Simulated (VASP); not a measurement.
# Te2S3 (P-3m1) in VASP: relaxation of cell and atoms with r2SCAN

Aim: the relaxation of cell and atoms of Te2S3 with r2SCAN.

Everything below comes from runs of VASP 6.6.1. Logs are shortened: lines on timing, memory, paths and dates and some standing lists are left out, and cuts for length are marked.

## Step 1: The cell of the first run

It takes space group P-3m1 (No. 164, trigonal). The conventional cell has a = 4.188 Å, b = 4.188 Å, c = 8.547 Å, α = 90.00°, β = 90.00°, γ = 120.00°. Within 3.5 Å of Te (site symmetry 3m) lie 6 S at 2.68 to 2.88 Å. S (site symmetry -3m) has 6 Te at 2.88 Å and 6 S at 3.65 Å within 3.8 Å. S (site symmetry 3m) has 3 Te at 2.68 Å within 3.5 Å.

## Step 2: Relaxation of cell and atoms, r2SCAN

Input file POSCAR:

```
Te2S3
1.0
    4.1878491923      0.0000000000      0.0000000000
   -2.0939245961      3.6267837877      0.0000000000
    0.0000000000      0.0000000000      8.5469012741
Te S
2 3
Direct
    0.3333333333      0.6666666667      0.1840357902
    0.6666666667      0.3333333333      0.8159642098
    0.0000000000      0.0000000000      0.0000000000
    0.3333333333      0.6666666667      0.6801938779
    0.6666666667      0.3333333333      0.3198061221
```

Input file INCAR.step1:

```
SYSTEM = Te2S3
PREC = Accurate
ENCUT = 550
ISMEAR = 0
SIGMA = 0.1
LREAL = .False.
LASPH = .True.
NELM = 120
GGA = PE
ALGO = Normal
EDIFF = 1E-5
LWAVE = .True.
LCHARG = .False.
GGA_COMPAT = .False.
IBRION = 2
ISIF = 3
EDIFFG = -0.005
NELMIN = 4
NSW = 100
KPAR = 4
```

Input file INCAR.step2:

```
SYSTEM = Te2S3
PREC = Accurate
ENCUT = 550
EDIFF = 1E-7
ISMEAR = 0
SIGMA = 0.1
LREAL = .False.
LASPH = .True.
NELM = 120
ALGO = Normal
ISIF = 3
LWAVE = .False.
LCHARG = .False.
METAGGA = R2SCAN
LMIXTAU = .True.
IBRION = 2
NSW = 100
EDIFFG = -0.01
ISTART = 1
GGA_COMPAT = .False.
NELMIN = 4
KPAR = 4
```

Input file KPOINTS:

```
regular mesh
0
Gamma
  12 12 6
  0 0 0
```

Potentials or basis: VASP PAW PBE potentials, release 64 (Te, S).

Launch:

```sh
$ cat potpaw_PBE.64/Te/POTCAR potpaw_PBE.64/S/POTCAR > POTCAR
$ cp INCAR.step1 INCAR
$ mpirun -np 4 vasp_std > vasp.out
$ cp INCAR.step2 INCAR
$ mpirun -np 4 vasp_std > vasp.out
```

OUTCAR:

```text
SYSTEM = Te2S3
   PREC = Accurate
   ENCUT = 550
   EDIFF = 1E-7
   ISMEAR = 0
   LREAL = .False.
   LASPH = .True.
   NELM = 120
   ISIF = 3
   METAGGA = R2SCAN
   IBRION = 2
   NSW = 100
   EDIFFG = -0.01
   ISTART = 1
   NELMIN = 4

 ion  position               nearest neighbor table
   1  0.333  0.667  0.184-   5 2.68   5 2.68   5 2.68   3 2.88   3 2.88   3 2.88
   2  0.667  0.333  0.816-   4 2.68   4 2.68   4 2.68   3 2.88   3 2.88   3 2.88
   3  0.000  0.000  0.000-   1 2.88   2 2.88   1 2.88   2 2.88   2 2.88   1 2.88
   4  0.333  0.667  0.680-   2 2.68   2 2.68   2 2.68
   5  0.667  0.333  0.320-   1 2.68   1 2.68   1 2.68

  LATTYP: Found a hexagonal cell.
 ALAT       =     4.1878491923
 C/A-ratio  =     2.0408808631

  Lattice vectors:

 A1 = (   4.1878491923,   0.0000000000,   0.0000000000)
 A2 = (  -2.0939245961,   3.6267837877,   0.0000000000)
 A3 = (   0.0000000000,   0.0000000000,   8.5469012741)

Analysis of symmetry for initial positions (statically):
=====================================================================
 Subroutine PRICEL returns:
 Original cell was already a primitive cell.

 Routine SETGRP: Setting up the symmetry group for a
 hexagonal supercell.

 Subroutine GETGRP returns: Found 12 space group operations
 (whereof 12 operations were pure point group operations)
 out of a pool of 24 trial point group operations.

The static configuration has the point symmetry D_3d.

Analysis of symmetry for dynamics (positions and initial velocities):
=====================================================================
 Subroutine PRICEL returns:
 Original cell was already a primitive cell.

 Routine SETGRP: Setting up the symmetry group for a
 hexagonal supercell.

 Subroutine GETGRP returns: Found 12 space group operations
 (whereof 12 operations were pure point group operations)
 out of a pool of 24 trial point group operations.

The dynamic configuration has the point symmetry D_3d.

 Subroutine INISYM returns: Found 12 space group operations
 (whereof 12 operations are pure point group operations),
 and found     1 'primitive' translations

----------------------------------------------------------------------------------------

                                     Primitive cell

  volume of cell :     129.8140

  direct lattice vectors                    reciprocal lattice vectors
     4.187849192  0.000000000  0.000000000     0.238786058  0.137863195  0.000000000
    -2.093924596  3.626783788  0.000000000     0.000000000  0.275726390  0.000000000
     0.000000000  0.000000000  8.546901274     0.000000000  0.000000000  0.117001468

  length of vectors
     4.187849192  4.187849192  8.546901274     0.275726390  0.275726390  0.117001468

  position of ions in fractional coordinates (direct lattice)
     0.333333333  0.666666667  0.184035790
     0.666666667  0.333333333  0.815964210
     0.000000000  0.000000000  0.000000000
     0.333333333  0.666666667  0.680193878
     0.666666667  0.333333333  0.319806122

  ion indices of the primitive-cell ions
   primitive index   ion index
                 1           1
                 2           2
                 3           3
                 4           4
                 5           5

----------------------------------------------------------------------------------------

 KPOINTS: regular mesh

Automatic generation of k-mesh.
 Grid dimensions read from file:
 generate k-points for:   12   12    6

 Generating k-lattice:

  Cartesian coordinates                     Fractional coordinates (reciprocal lattice)
     0.019898838  0.011488600  0.000000000     0.083333333  0.000000000  0.000000000
     0.000000000  0.022977199  0.000000000     0.000000000  0.083333333  0.000000000
     0.000000000  0.000000000  0.019500245     0.000000000  0.000000000  0.166666667

  Length of vectors
     0.022977199  0.022977199  0.019500245

  Shift w.r.t. Gamma in fractional coordinates (k-lattice)
     0.000000000  0.000000000  0.000000000

 Subroutine IBZKPT returns following result:
 ===========================================

 Found    100 irreducible k-points:

 Following reciprocal coordinates:
            Coordinates               Weight
  0.000000  0.000000  0.000000      1.000000
  0.083333  0.000000  0.000000      6.000000
  0.166667  0.000000  0.000000      6.000000
  0.250000  0.000000  0.000000      6.000000
  0.333333 -0.000000  0.000000      6.000000
  0.416667 -0.000000  0.000000      6.000000
[... 16 lines left out ...]
  0.166667  0.000000  0.166667      6.000000
  0.000000  0.166667  0.166667      6.000000
 [... further k-points ...]
   k-points           NKPTS =    100   k-points in BZ     NKDIM =    100   number of bands    NBANDS=     19
   number of dos      NEDOS =    301   number of ions     NIONS =      5
   total plane-waves  NPLWV =  71680
   dimension x,y,z NGX =    32 NGY =   32 NGZ =   70
   dimension x,y,z NGXF=    64 NGYF=   64 NGZF=  140
   ions per type =               2   3
   NGX,Y,Z   is equivalent  to a cutoff of  12.70, 12.70, 13.62 a.u.
   NGXF,Y,Z  is equivalent  to a cutoff of  25.41, 25.41, 27.23 a.u.
 SYSTEM =  Te2S3
   PREC   = accura    normal or accurate (medium, high low for compatibility)
   ISTART =      1    job   : 0-new  1-cont  2-samecut
   ICHARG =      0    charge: 1-file 2-atom 10-const
   ISPIN  =      1    spin polarized calculation?
   LNONCOLLINEAR =      F non collinear calculations
   LSORBIT =      F    spin-orbit coupling
   LASPH  =      T    aspherical Exc in radial PAW
   ENCUT  =  550.0 eV  40.42 Ry    6.36 a.u.   8.01  8.01 16.34*2*pi/ulx,y,z
   NELM   =    120;   NELMIN=  4; NELMDL=  0     # of ELM steps
   EDIFF  = 0.1E-06   stopping-criterion for ELM
   LREAL  =      F    real-space projection
   EDIFFG = -.1E-01   stopping-criterion for IOM
   NSW    =    100    number of steps for IOM
   IBRION =      2    ionic relax: 0-MD 1-quasi-New 2-CG
   NFREE  =      1    steps in history (QN), initial steepest desc. (CG)
   ISIF   =      3    stress and relaxation
   ISYM   =      2    0-nonsym 1-usesym 2-fastsym
   POTIM  = 0.5000    time-step for ionic-motion
   TEBEG  =    0.0;   TEEND  =   0.0 temperature during run
   PSTRESS=    0.0 pullay stress
   NELECT =      30.0000    total number of electrons
   NUPDOWN=      -1.0000    fix difference up-down
   EMIN   =  10.00;   EMAX   =-10.00  energy-range for DOS
   EFERMI =   0.00;   METHOD = LEGACY
   ISMEAR =     0;   SIGMA  =   0.10  broadening in eV -4-tet -1-fermi 0-gaus
   EFERMI_NEDOS =   21; number of points for ismear=-14 and -15
   IALGO  =     38    algorithm
   IMIX   =      4    mixing-type and parameters
     AMIX     =   0.40;   BMIX     =  1.00
     AMIX_MAG =   1.60;   BMIX_MAG =  1.00
  volume/ion in A,a.u.               =      25.96       175.21
  Fermi-wavevector in a.u.,A,eV,Ry     =   1.004635  1.898484 13.732233  1.009291
  Thomas-Fermi vector in A             =   2.137263
   LORBIT       =      0    0 simple, 1 ext, 2 COOP (PROOUT), +10 PAW based schemes
   METAGGA = R2SCAN    functional components
   LHFCALC =     F    Hartree Fock is set to
   AEXX    =    0.0000 exact exchange contribution
   IVDW    =     0    specifies the selected vdW correction
   LEPSILON=     F    determine dielectric tensor
   LRPA    =     F    only Hartree local field effects (RPA)
 conjugate gradient relaxation of ions
 non-spin polarized calculation
 Gauss-broadening in eV      SIGMA  =   0.10
  energy-cutoff  :      550.00
  volume of cell :      129.81
 maximum number of plane-waves:      3828
   NGX = 17   NGY = 17   NGZ = 33

--------------------------------------- Ionic step        1  -------------------------------------------

 number of electron      30.0000000 magnetization

 Free energy of the ion-electron system (eV)
  ---------------------------------------------------
  ext. energy  EPLUGINS =         0.00000000
  ---------------------------------------------------
  free energy    TOTEN  =       -73.49292371 eV

  energy without entropy =      -73.47944625  energy(sigma->0) =      -73.48618498

------------------------ aborting loop because EDIFF is reached ----------------------------------------

  FORCE on cell =-STRESS in cart. coord.  units (eV):
  Direction    XX          YY          ZZ          XY          YZ          ZX
  --------------------------------------------------------------------------------------
  -------------------------------------------------------------------------------------
  Total       -0.0079013     -0.0079013      0.1689258     -0.0000000      0.0000000      0.0000000
  in kB       -0.0975188     -0.0975188      2.0848997     -0.0000000      0.0000000      0.0000000
  external PRESSURE =       0.6299540 kB  Pullay stress =       0.0000000 kB
[... 258 lines left out ...]
  energy  without entropy=      -73.4906858277  energy(sigma->0) =      -73.49598537

--------------------------------------- Ionic step        8  -------------------------------------------

 number of electron      30.0000000 magnetization

 Free energy of the ion-electron system (eV)
  ---------------------------------------------------
  ext. energy  EPLUGINS =         0.00000000
  ---------------------------------------------------
  free energy    TOTEN  =       -73.50138321 eV

  energy without entropy =      -73.49056758  energy(sigma->0) =      -73.49597540

 E-fermi :   5.3223     XC(G=0):  -9.6184

 val. band max:        5.3144593214   @ k =   0.0833   0.0833   0.0000
 cond. band min:       5.3370043208   @ k =   0.0833   0.0833   0.1667
 fundamental gap:      0.0225449994
 Fermi energy:         5.3223306223

 k-point     1 :       0.0000    0.0000    0.0000
  band No.  band energies     occupation
      1     -10.8210      2.00000
      2      -9.9719      2.00000
      3      -8.2621      2.00000
      4      -4.6636      2.00000
      5      -3.5826      2.00000
      6       1.1348      2.00000
[... 11 lines left out ...]
     18       5.3483      0.71329
     19       6.4446      0.00000
[... 489 lines left out ...]
      3      -8.1603      2.00000
      4      -5.0842      2.00000
      5      -4.3214      2.00000
      6      -0.0463      2.00000
[... 11 lines left out ...]
     18       6.1192      0.00000
     19       6.8994      0.00000

 [... further k-points ...]

------------------------ aborting loop because EDIFF is reached ----------------------------------------

  FORCE on cell =-STRESS in cart. coord.  units (eV):
  Direction    XX          YY          ZZ          XY          YZ          ZX
  --------------------------------------------------------------------------------------
  -------------------------------------------------------------------------------------
  Total        0.0109763      0.0109763     -0.0326560      0.0000000      0.0000000     -0.0000000
  in kB        0.1343910      0.1343910     -0.3998311      0.0000000      0.0000000     -0.0000000
  external PRESSURE =      -0.0436830 kB  Pullay stress =       0.0000000 kB
[... 20 lines left out ...]
  FREE ENERGIE OF THE ION-ELECTRON SYSTEM (eV)
  ---------------------------------------------------
  free  energy   TOTEN  =       -73.5013832133 eV

  energy  without entropy=      -73.4905675777  energy(sigma->0) =      -73.49597540

 reached required accuracy - stopping structural energy minimisation
```

Run time: 40 min. Hardware: 4 MPI ranks of Intel Xeon Platinum 8259CL at 2.50GHz (Skylake/Cascade Lake), shared host; peak memory 0.45 GiB.

What came out:

```
Free energy                           : -73.5014 eV
Relaxed volume                        : 26.17 Å³/atom
Relaxed cell                          : a = 4.186 Å, b = 4.186 Å, c = 8.623 Å, α = 90.00°, β = 90.00°, γ = 120.00°
Space group after relaxing (to 0.1 Å) : P-3m1 (No. 164)
Energy gained by relaxing             : 1.7 meV/atom
Ionic steps                           : 8
Pressure after relaxing               : 0.0 GPa
Largest force after relaxing          : 0.008 eV/Å
Band gap on the k mesh                : zero (bands 15 and 16 overlap by 2.18 eV)
```

Forces on the atoms (eV/Å):
```
Te   0.000  0.000  0.008
Te   0.000  0.000 -0.008
S    0.000  0.000  0.000
S    0.000  0.000 -0.007
S    0.000  0.000  0.007
```

The path:
| step | energy change (eV) | largest force (eV/Å) | pressure (GPa) | volume (Å³) |
| --- | --- | --- | --- | --- |
| 1 | 0.0000 | 0.1986 | 0.06 | 129.81 |
| 2 | -0.0040 | 0.1413 | 0.10 | 130.01 |
| 3 | -0.0077 | 0.0348 | 0.18 | 130.36 |
| 4 | -0.0079 | 0.0474 | 0.21 | 130.46 |
| 5 | -0.0078 | 0.0041 | -0.28 | 131.47 |
| 6 | -0.0082 | 0.0234 | -0.02 | 130.93 |
| 7 | -0.0084 | 0.0182 | -0.02 | 130.91 |
| 8 | -0.0085 | 0.0076 | 0.00 | 130.86 |

Final structure:
```yaml
crystal:
  lattice:
    - [4.18609, 0.00000, 0.00000]
    - [-2.09304, 3.62526, 0.00000]
    - [0.00000, 0.00000, 8.62284]
  atoms:
    - { symbol: Te, position: [0.33333, 0.66667, 0.18816] }
    - { symbol: Te, position: [0.66667, 0.33333, 0.81184] }
    - { symbol: S, position: [0.00000, 0.00000, 0.00000] }
    - { symbol: S, position: [0.33333, 0.66667, 0.68091] }
    - { symbol: S, position: [0.66667, 0.33333, 0.31909] }
```

Caveat: the PAW data sets were made with another functional, which shifts forces and pressure a little; spin-orbit coupling is left out, which moves the levels of the heavy elements.
